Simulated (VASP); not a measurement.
# TePtSe3 (Pm-3m) in VASP: a series of runs

Runs on TePtSe3. Level: PBE. Tasks: relaxation of cell and atoms, single point.

Program: VASP 6.6.1. These are calculated values, not measurements. Logs are shortened: lines on timing, memory, paths and dates and some standing lists are left out, and cuts for length are marked.

## 1. The cell of the first run

It takes space group Pm-3m (No. 221, cubic). Conventional cell: a = 5.253 Å, b = 5.253 Å, c = 5.253 Å, α = 90.00°, β = 90.00°, γ = 90.00°. Within 4.9 Å of Te (site symmetry m-3m) lie 12 Se at 3.71 Å and 8 Pt at 4.55 Å. Pt (site symmetry m-3m) has 6 Se at 2.63 Å within 3.5 Å. Se (site symmetry 4/mmm) has 2 Pt at 2.63 Å within 3.5 Å.

The cell was generated, and may not be a known phase.

## 2. Relaxation of cell and atoms, PBE

File INCAR:

```
SYSTEM = TePtSe3
PREC = Accurate
ENCUT = 600
EDIFF = 1E-6
ISMEAR = 0
SIGMA = 0.1
LREAL = .FALSE.
LASPH = .TRUE.
NELM = 100
ALGO = Normal
ISIF = 3
LWAVE = .FALSE.
LCHARG = .FALSE.
GGA = PE
IBRION = 2
NSW = 90
EDIFFG = -0.04
```

File KPOINTS:

```
regular mesh
0
G
  4 4 4
  0 0 0
```

File POSCAR:

```
TePtSe3
1.0
    5.2531949000      0.0000000000      0.0000000000
    0.0000000000      5.2531949000      0.0000000000
    0.0000000000      0.0000000000      5.2531949000
Te Pt Se
1 1 3
Direct
    0.5000000000      0.5000000000      0.5000000000
    0.0000000000      0.0000000000      0.0000000000
    0.5000000000      0.0000000000      0.0000000000
    0.0000000000      0.5000000000      0.0000000000
    0.0000000000      0.0000000000      0.5000000000
```

Potentials or basis: VASP PAW PBE potentials, release 64 (Te, Pt, Se).

Started as:

```bash
cat potpaw_PBE.64/Te/POTCAR potpaw_PBE.64/Pt/POTCAR potpaw_PBE.64/Se/POTCAR > POTCAR
mpirun -np 1 vasp_std > vasp.out
```

OUTCAR:

```text
SYSTEM = TePtSe3
   PREC = Accurate
   ENCUT = 600
   EDIFF = 1E-6
   ISMEAR = 0
   LREAL = .FALSE.
   LASPH = .TRUE.
   NELM = 100
   ISIF = 3
   GGA = PE
   IBRION = 2
   NSW = 90
   EDIFFG = -0.04

 ion  position               nearest neighbor table
   1  0.500  0.500  0.500-
   2  0.000  0.000  0.000-   3 2.63   4 2.63   5 2.63   5 2.63   4 2.63   3 2.63
   3  0.500  0.000  0.000-   2 2.63   2 2.63
   4  0.000  0.500  0.000-   2 2.63   2 2.63
   5  0.000  0.000  0.500-   2 2.63   2 2.63

  LATTYP: Found a simple cubic cell.
 ALAT       =     5.2531949000

  Lattice vectors:

 A1 = (   5.2531949000,   0.0000000000,   0.0000000000)
 A2 = (   0.0000000000,   5.2531949000,   0.0000000000)
 A3 = (   0.0000000000,   0.0000000000,   5.2531949000)

Analysis of symmetry for initial positions (statically):
=====================================================================
 Subroutine PRICEL returns:
 Original cell was already a primitive cell.

 Routine SETGRP: Setting up the symmetry group for a
 simple cubic supercell.

 Subroutine GETGRP returns: Found 48 space group operations
 (whereof 48 operations were pure point group operations)
 out of a pool of 48 trial point group operations.

The static configuration has the point symmetry O_h .

Analysis of symmetry for dynamics (positions and initial velocities):
=====================================================================
 Subroutine PRICEL returns:
 Original cell was already a primitive cell.

 Routine SETGRP: Setting up the symmetry group for a
 simple cubic supercell.

 Subroutine GETGRP returns: Found 48 space group operations
 (whereof 48 operations were pure point group operations)
 out of a pool of 48 trial point group operations.

The dynamic configuration has the point symmetry O_h .

 Subroutine INISYM returns: Found 48 space group operations
 (whereof 48 operations are pure point group operations),
 and found     1 'primitive' translations

----------------------------------------------------------------------------------------

                                     Primitive cell

  volume of cell :     144.9675

  direct lattice vectors                    reciprocal lattice vectors
     5.253194900  0.000000000  0.000000000     0.190360346  0.000000000  0.000000000
     0.000000000  5.253194900  0.000000000     0.000000000  0.190360346  0.000000000
     0.000000000  0.000000000  5.253194900     0.000000000  0.000000000  0.190360346

  length of vectors
     5.253194900  5.253194900  5.253194900     0.190360346  0.190360346  0.190360346

  position of ions in fractional coordinates (direct lattice)
     0.500000000  0.500000000  0.500000000
     0.000000000  0.000000000  0.000000000
     0.500000000  0.000000000  0.000000000
     0.000000000  0.500000000  0.000000000
     0.000000000  0.000000000  0.500000000

  ion indices of the primitive-cell ions
   primitive index   ion index
                 1           1
                 2           2
                 3           3
                 4           4
                 5           5

----------------------------------------------------------------------------------------

 KPOINTS: regular mesh

Automatic generation of k-mesh.
 Grid dimensions read from file:
 generate k-points for:    4    4    4

 Generating k-lattice:

  Cartesian coordinates                     Fractional coordinates (reciprocal lattice)
     0.047590087  0.000000000  0.000000000     0.250000000  0.000000000  0.000000000
     0.000000000  0.047590087  0.000000000     0.000000000  0.250000000  0.000000000
     0.000000000  0.000000000  0.047590087     0.000000000  0.000000000  0.250000000

  Length of vectors
     0.047590087  0.047590087  0.047590087

  Shift w.r.t. Gamma in fractional coordinates (k-lattice)
     0.000000000  0.000000000  0.000000000

 Subroutine IBZKPT returns following result:
 ===========================================

 Found     10 irreducible k-points:

 Following reciprocal coordinates:
            Coordinates               Weight
  0.000000  0.000000  0.000000      1.000000
  0.250000  0.000000  0.000000      6.000000
  0.500000  0.000000  0.000000      3.000000
  0.250000  0.250000  0.000000     12.000000
  0.500000  0.250000  0.000000     12.000000
  0.500000  0.500000  0.000000      3.000000
  0.250000  0.250000  0.250000      8.000000
  0.500000  0.250000  0.250000     12.000000
  0.500000  0.500000  0.250000      6.000000
  0.500000  0.500000  0.500000      1.000000
   k-points           NKPTS =     10   k-points in BZ     NKDIM =     10   number of bands    NBANDS=     21
   number of dos      NEDOS =    301   number of ions     NIONS =      5
   total plane-waves  NPLWV =  74088
   dimension x,y,z NGX =    42 NGY =   42 NGZ =   42
   dimension x,y,z NGXF=    84 NGYF=   84 NGZF=   84
   ions per type =               1   1   3
   NGX,Y,Z   is equivalent  to a cutoff of  13.29, 13.29, 13.29 a.u.
   NGXF,Y,Z  is equivalent  to a cutoff of  26.58, 26.58, 26.58 a.u.
 SYSTEM =  TePtSe3
   PREC   = accura    normal or accurate (medium, high low for compatibility)
   ISTART =      0    job   : 0-new  1-cont  2-samecut
   ICHARG =      2    charge: 1-file 2-atom 10-const
   ISPIN  =      1    spin polarized calculation?
   LNONCOLLINEAR =      F non collinear calculations
   LSORBIT =      F    spin-orbit coupling
   LASPH  =      T    aspherical Exc in radial PAW
   ENCUT  =  600.0 eV  44.10 Ry    6.64 a.u.  10.49 10.49 10.49*2*pi/ulx,y,z
   NELM   =    100;   NELMIN=  2; NELMDL= -5     # of ELM steps
   EDIFF  = 0.1E-05   stopping-criterion for ELM
   LREAL  =      F    real-space projection
   EDIFFG = -.4E-01   stopping-criterion for IOM
   NSW    =     90    number of steps for IOM
   IBRION =      2    ionic relax: 0-MD 1-quasi-New 2-CG
   NFREE  =      1    steps in history (QN), initial steepest desc. (CG)
   ISIF   =      3    stress and relaxation
   ISYM   =      2    0-nonsym 1-usesym 2-fastsym
   POTIM  = 0.5000    time-step for ionic-motion
   TEBEG  =    0.0;   TEEND  =   0.0 temperature during run
   PSTRESS=    0.0 pullay stress
   NELECT =      34.0000    total number of electrons
   NUPDOWN=      -1.0000    fix difference up-down
   EMIN   =  10.00;   EMAX   =-10.00  energy-range for DOS
   EFERMI =   0.00;   METHOD = LEGACY
   ISMEAR =     0;   SIGMA  =   0.10  broadening in eV -4-tet -1-fermi 0-gaus
   EFERMI_NEDOS =   21; number of points for ismear=-14 and -15
   IALGO  =     38    algorithm
   IMIX   =      4    mixing-type and parameters
     AMIX     =   0.40;   BMIX     =  1.00
     AMIX_MAG =   1.60;   BMIX_MAG =  1.00
  volume/ion in A,a.u.               =      28.99       195.66
  Fermi-wavevector in a.u.,A,eV,Ry     =   1.009588  1.907845 13.867989  1.019268
  Thomas-Fermi vector in A             =   2.142526
   LORBIT       =      0    0 simple, 1 ext, 2 COOP (PROOUT), +10 PAW based schemes
   GGA     = PE    functional components
   LHFCALC =     F    Hartree Fock is set to
   AEXX    =    0.0000 exact exchange contribution
   IVDW    =     0    specifies the selected vdW correction
   LEPSILON=     F    determine dielectric tensor
   LRPA    =     F    only Hartree local field effects (RPA)
 conjugate gradient relaxation of ions
 non-spin polarized calculation
 Gauss-broadening in eV      SIGMA  =   0.10
  energy-cutoff  :      600.00
  volume of cell :      144.97
 maximum number of plane-waves:      4945
 NGX is ok and might be reduce to    42
   NGX = 21   NGY = 21   NGZ = 21

--------------------------------------- Ionic step        1  -------------------------------------------

 number of electron      33.9999998 magnetization

 Free energy of the ion-electron system (eV)
  ---------------------------------------------------
  ext. energy  EPLUGINS =         0.00000000
  ---------------------------------------------------
  free energy    TOTEN  =       -17.38493956 eV

  energy without entropy =      -17.35998865  energy(sigma->0) =      -17.37246410

 E-fermi :   2.9579     XC(G=0):  -9.2067

 val. band max:        2.9480651367   @ k =   0.5000   0.2500   0.0000
 cond. band min:       3.1705171753   @ k =   0.2500   0.0000   0.0000
 fundamental gap:      0.2224520386
 Fermi energy:         2.9579110063

 k-point     1 :       0.0000    0.0000    0.0000
  band No.  band energies     occupation
      1     -10.2238      2.00000
      2      -9.0099      2.00000
      3      -9.0099      2.00000
      4      -7.0989      2.00000
      5      -0.7025      2.00000
      6      -0.7025      2.00000
[... 13 lines left out ...]
     20       4.0303      0.00000
     21       4.0303      0.00000
[... 522 lines left out ...]
 POSITION                                       TOTAL-FORCE (eV/Angst)
 -----------------------------------------------------------------------------------
      2.43102      2.43102      2.43102         0.000000      0.000000      0.000000
      0.00000      0.00000      0.00000         0.000000      0.000000      0.000000
      2.43102     -0.00000      0.00000         0.000000      0.000000      0.000000
      0.00000      2.43102     -0.00000        -0.000000     -0.000000      0.000000
     -0.00000      0.00000      2.43102         0.000000      0.000000      0.000000
 -----------------------------------------------------------------------------------
    total drift:                               -0.000000      0.000000     -0.000000

  FREE ENERGIE OF THE ION-ELECTRON SYSTEM (eV)
  ---------------------------------------------------
  free  energy   TOTEN  =       -18.0021573480 eV

  energy  without entropy=      -17.9801953737  energy(sigma->0) =      -17.99117636

--------------------------------------- Ionic step        3  -------------------------------------------

 number of electron      33.9999997 magnetization

 Free energy of the ion-electron system (eV)
  ---------------------------------------------------
  ext. energy  EPLUGINS =         0.00000000
  ---------------------------------------------------
  free energy    TOTEN  =       -18.11004834 eV

  energy without entropy =      -18.08607056  energy(sigma->0) =      -18.09805945

 E-fermi :   4.7729     XC(G=0):  -9.9928

 val. band max:        4.7664645333   @ k =   0.5000   0.2500   0.0000
 cond. band min:       5.1416151676   @ k =   0.5000   0.2500   0.0000
 fundamental gap:      0.3751506343
 Fermi energy:         4.7728543029

 k-point     1 :       0.0000    0.0000    0.0000
  band No.  band energies     occupation
      1      -9.4045      2.00000
      2      -7.6590      2.00000
      3      -7.6590      2.00000
      4      -5.3679      2.00000
      5       0.2247      2.00000
      6       0.2247      2.00000
[... 13 lines left out ...]
     20       6.2705      0.00000
     21       6.2705      0.00000
[... 227 lines left out ...]
 VOLUME and BASIS-vectors are now :
 -----------------------------------------------------------------------------
  energy-cutoff  :      600.00
  volume of cell :      121.98
      direct lattice vectors                 reciprocal lattice vectors
     4.959387181 -0.000000000  0.000000000     0.201637816  0.000000000  0.000000000
     0.000000000  4.959387181 -0.000000000     0.000000000  0.201637816 -0.000000000
    -0.000000000  0.000000000  4.959387181    -0.000000000  0.000000000  0.201637816

 POSITION                                       TOTAL-FORCE (eV/Angst)
 -----------------------------------------------------------------------------------
      2.47969      2.47969      2.47969        -0.000000     -0.000000     -0.000000
      0.00000      0.00000      0.00000        -0.000000     -0.000000      0.000000
      2.47969     -0.00000      0.00000        -0.000000      0.000000      0.000000
      0.00000      2.47969     -0.00000         0.000000     -0.000000      0.000000
     -0.00000      0.00000      2.47969        -0.000000      0.000000      0.000000
 -----------------------------------------------------------------------------------
    total drift:                               -0.000000      0.000000     -0.000000

  FREE ENERGIE OF THE ION-ELECTRON SYSTEM (eV)
  ---------------------------------------------------
  free  energy   TOTEN  =       -18.1100483378 eV

  energy  without entropy=      -18.0860705596  energy(sigma->0) =      -18.09805945

 reached required accuracy - stopping structural energy minimisation
```

Run time: 2.2 min. Hardware: 1 thread of Intel Xeon Platinum 8259CL at 2.50GHz (Skylake/Cascade Lake), shared host; peak memory 0.29 GiB.

Results:

* Free energy: -18.1100 eV
* Relaxed volume: 24.40 Å³/atom
* Relaxed cell: a = 4.959 Å, b = 4.959 Å, c = 4.959 Å, α = 90.00°, β = 90.00°, γ = 90.00°
* Space group after relaxing (to 0.1 Å): Pm-3m (No. 221)
* Energy gained by relaxing: 145.0 meV/atom
* Ionic steps: 3
* Pressure after relaxing: 0.1 GPa
* Band gap on the k mesh: zero (bands 17 and 18 overlap by 2.93 eV)

The path:
| step | energy change (eV) | largest force (eV/Å) | pressure (GPa) | volume (Å³) |
| --- | --- | --- | --- | --- |
| 1 | 0.0000 | 0.0000 | -8.53 | 144.97 |
| 2 | -0.6172 | 0.0000 | 5.07 | 114.94 |
| 3 | -0.7251 | 0.0000 | 0.05 | 121.98 |

Final structure:
```xyz
5
Lattice="4.9594 0.0000 0.0000 0.0000 4.9594 0.0000 0.0000 0.0000 4.9594" Properties=species:S:1:pos:R:3 pbc="T T T"
Te    2.4797    2.4797    2.4797
Pt    0.0000    0.0000    0.0000
Se    2.4797    0.0000    0.0000
Se    0.0000    2.4797    0.0000
Se    0.0000    0.0000    2.4797
```

Levels at points of the mesh, in eV from the Fermi level:
| k point | band 14 | band 15 | band 16 | band 17 | band 18 | band 19 | band 20 | band 21 |
| --- | --- | --- | --- | --- | --- | --- | --- | --- |
| (0.00, 0.00, 0.00) | -1.39 | -1.39 | -0.97 | -0.97 | -0.97 | 1.50 | 1.50 | 1.50 |
| (0.50, 0.00, 0.00) | -1.50 | -1.50 | -1.49 | -0.59 | -0.59 | -0.13 | 0.97 | 0.97 |
| (0.50, 0.50, 0.00) | -1.25 | -0.60 | -0.24 | -0.24 | 0.47 | 1.00 | 1.00 | 4.53 |
| (0.50, 0.50, 0.50) | 0.52 | 0.52 | 0.52 | 1.96 | 1.96 | 1.96 | 4.59 | 4.59 |

Caveat: the volume moved by over 15 % at a fixed basis, so the end points are rough; spin-orbit coupling is left out, which moves the levels of the heavy elements.

## 3. Single point, PBE

This run uses another cell than the first one, of 24.55 Å³/atom.

File INCAR:

```
SYSTEM = TePtSe3
ALGO = Normal
EDIFF = 1E-7
ENCUT = 520
GGA = PE
ISIF = 2
ISMEAR = 0
LASPH = .TRUE.
LCHARG = .FALSE.
LREAL = .FALSE.
LWAVE = .FALSE.
NBANDS = 25
NELM = 80
PREC = Accurate
SIGMA = 0.1
```

File KPOINTS:

```
k-points
0
G
  8 8 8
  0 0 0
```

Edit POSCAR of step 2 so:

```diff
@@ -2,5 +2,5 @@
 1.0
-    5.2531949000      0.0000000000      0.0000000000
-    0.0000000000      5.2531949000      0.0000000000
-    0.0000000000      0.0000000000      5.2531949000
+    4.9694994865      0.0000000000      0.0000000000
+    0.0000000000      4.9694994865      0.0000000000
+    0.0000000000      0.0000000000      4.9694994865
 Te Pt Se
```

Potentials or basis: VASP PAW PBE potentials, release 64 (Te, Pt, Se).

Started as:

```bash
cat potpaw_PBE.64/Te/POTCAR potpaw_PBE.64/Pt/POTCAR potpaw_PBE.64/Se/POTCAR > POTCAR
mpirun -np 1 vasp_std > vasp.out
```

Run time: 2 min. Hardware: 1 thread of Intel Xeon Platinum 8259CL at 2.50GHz (Skylake/Cascade Lake), shared host; peak memory 0.31 GiB.

Results (log left out):

```
Free energy            : -17.8139 eV
Pressure               : 0.0 GPa
Band gap on the k mesh : zero (bands 17 and 18 overlap by 2.96 eV)
```

Levels at points of the mesh, in eV from the Fermi level:
```csv
k point,band 16,band 17,band 18,band 19,band 20,band 21
"(0.00, 0.00, 0.00)",-1.04,-1.04,-1.04,1.45,1.45,1.45
"(0.50, 0.00, 0.00)",-1.48,-0.65,-0.65,-0.15,0.92,0.92
"(0.50, 0.50, 0.00)",-0.27,-0.27,0.39,0.96,0.96,4.48
"(0.50, 0.50, 0.50)",0.43,1.92,1.92,1.92,4.53,4.53
```

Caveat: spin-orbit coupling is left out, which moves the levels of the heavy elements.

## 4. Relaxation of cell and atoms, PBE

This run uses another cell than the first one, of 24.43 Å³/atom.

File INCAR:

```
PREC = Accurate
ENCUT = 600
EDIFF = 1E-6
ISMEAR = 0
SIGMA = 0.1
LREAL = F
LASPH = T
NELM = 100
ALGO = Normal
ISIF = 3
LWAVE = F
LCHARG = F
GGA = PE
IBRION = 2
NSW = 100
EDIFFG = -0.01
```

File KPOINTS:

```
regular mesh
0
Gamma
  8 8 8
```

Edit POSCAR of step 3 so:

```diff
@@ -2,5 +2,5 @@
 1.0
-    4.9694994865      0.0000000000      0.0000000000
-    0.0000000000      4.9694994865      0.0000000000
-    0.0000000000      0.0000000000      4.9694994865
+    4.9614829269      0.0000000000      0.0000000000
+    0.0000000000      4.9614829269      0.0000000000
+    0.0000000000      0.0000000000      4.9614829269
 Te Pt Se
```

Started as:

```bash
cat potpaw_PBE.64/Te/POTCAR potpaw_PBE.64/Pt/POTCAR potpaw_PBE.64/Se/POTCAR > POTCAR
mpirun -np 1 vasp_std > vasp.out
```

Wall time 3.3 min (1 thread of Intel Xeon Platinum 8259CL at 2.50GHz (Skylake/Cascade Lake), shared host); peak memory 0.34 GiB.

Results (log left out):

```
Free energy                           : -17.8142 eV
Relaxed volume                        : 24.54 Å³/atom
Relaxed cell                          : a = 4.969 Å, b = 4.969 Å, c = 4.969 Å, α = 90.00°, β = 90.00°, γ = 90.00°
Space group after relaxing (to 0.1 Å) : Pm-3m (No. 221)
Energy gained by relaxing             : 0.1 meV/atom
Ionic steps                           : 3
Pressure after relaxing               : 0.0 GPa
Band gap on the k mesh                : zero (bands 17 and 18 overlap by 2.96 eV)
```

Step by step:
| step | energy change (eV) | largest force (eV/Å) | pressure (GPa) | volume (Å³) |
| --- | --- | --- | --- | --- |
| 1 | 0.0000 | 0.0000 | 0.36 | 122.13 |
| 2 | -0.0004 | 0.0000 | -0.22 | 123.10 |
| 3 | -0.0006 | 0.0000 | 0.00 | 122.71 |

Final structure:
```
CELL_PARAMETERS angstrom
4.96928 0.00000 0.00000
0.00000 4.96928 0.00000
0.00000 0.00000 4.96928
ATOMIC_POSITIONS crystal
Te 0.50000 0.50000 0.50000
Pt 0.00000 0.00000 0.00000
Se 0.50000 0.00000 0.00000
Se 0.00000 0.50000 0.00000
Se 0.00000 0.00000 0.50000
```

Levels at points of the mesh, in eV from the Fermi level:
```
           k point  band 16  band 17  band 18  band 19  band 20  band 21
(0.00, 0.00, 0.00)    -1.04    -1.04    -1.04     1.45     1.45     1.45
(0.50, 0.00, 0.00)    -1.48    -0.65    -0.65    -0.15     0.92     0.92
(0.50, 0.50, 0.00)    -0.27    -0.27     0.39     0.96     0.96     4.48
(0.50, 0.50, 0.50)     0.43     1.92     1.92     1.92     4.54     4.54
```

Caveat: spin-orbit coupling is left out, which moves the levels of the heavy elements.

## 5. Summary

```tsv
task	cell	k mesh	cutoff (eV)	gap on the mesh (eV)	pressure (GPa)	relaxed volume (Å³/atom)
relaxation of cell and atoms	relaxed from a = 5.253 Å, 5 atoms	4 × 4 × 4	600	none	0.1	24.40
single point	a = 4.969 Å, 5 atoms	8 × 8 × 8	520	none	0.0	-
relaxation of cell and atoms	relaxed from a = 4.961 Å, 5 atoms	8 × 8 × 8	600	none	0.0	24.54
```

Alike in all rows: level PBE; potentials or basis VASP PAW PBE potentials, release 64 (Te, Pt, Se); no spin polarisation; smearing gaussian 0.1 eV.

Caveats: spin-orbit coupling is left out, which moves the levels of the heavy elements; the volume moved by over 15 % at a fixed basis, so the end points are rough (at least some runs).

Total energies depend on the potentials used, so only differences within one code and one set of settings carry meaning.

The gap in the log of VASP goes by the Fermi energy; the results here count the filled bands.